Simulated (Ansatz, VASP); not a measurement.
## BN in VASP and in Ansatz

INCAR

```
PREC = Accurate
ENCUT = 520
EDIFF = 1E-6
ISMEAR = 0
SIGMA = 0.05
LREAL = F
LASPH = T
NELM = 100
ALGO = Normal
ISIF = 2
LWAVE = F
LCHARG = F
GGA = PE
NBANDS = 16
```

The input KPOINTS:

```
regular mesh
0
Gamma
  12 12 6
```

POSCAR

```
BN
1.0
    2.5411699037      0.0000000000      0.0000000000
   -1.2705849519      2.2007176919      0.0000000000
    0.0000000000      0.0000000000      4.2268550000
B N
2 2
Direct
    0.6666666667      0.3333333333      0.9997240000
    0.3333333333      0.6666666667      0.4997240000
    0.6666666667      0.3333333333      0.6252760000
    0.3333333333      0.6666666667      0.1252760000
```

Input for Ansatz:

```yaml
crystal:
  lattice:
    - [2.5411699037, 0.0, 0.0]
    - [-1.2705849519, 2.2007176919, 0.0]
    - [0.0, 0.0, 4.226855]
  atoms:
    - { symbol: B, position: [0.6666666667, 0.3333333333, 0.999724] }
    - { symbol: B, position: [0.3333333333, 0.6666666667, 0.499724] }
    - { symbol: "N", position: [0.6666666667, 0.3333333333, 0.625276] }
    - { symbol: "N", position: [0.3333333333, 0.6666666667, 0.125276] }
basis:
  ecutwfc: 420
kpoints:
  mp_grid: { grid: [12, 12, 6] }
hamiltonian:
  xc: pbe
scf:
  occupations: { method: gaussian, width: 0.05 }
output:
  forces: true
  stress: true
  eigenvalues: true
```

Change from the starting cell: strain -0.0050 x Voigt [1, 1, 0, 0, 0, 0], atoms carried along.

Alike in both runs: task single point; functional PBE; k mesh 12 × 12 × 6; occupations gaussian, width 0.05 eV; no spin polarisation.

|  | VASP | Ansatz |
| --- | --- | --- |
| version | VASP 6.6.1 | Ansatz 0.2.0 |
| potentials or method | VASP PAW PBE potentials, release 64 (B, N), cutoff 520 eV | scalar-relativistic, plane waves, PAW |
| valence electrons in the cell | 16 | 16 |

Ansatz gave:

* gap on the k mesh at the Fermi level (eV): 5.18
* least direct gap on the mesh (eV): 8.29
* pressure (GPa): 3.8
* traceless stress, the component that is largest in VASP (GPa): -3.69

Q: Which values does VASP return?

A: gap on the k mesh at the Fermi level (eV): 5.16; least direct gap on the mesh (eV): 8.28; pressure (GPa): 4.0; traceless stress, the component that is largest in VASP (GPa): -3.75.
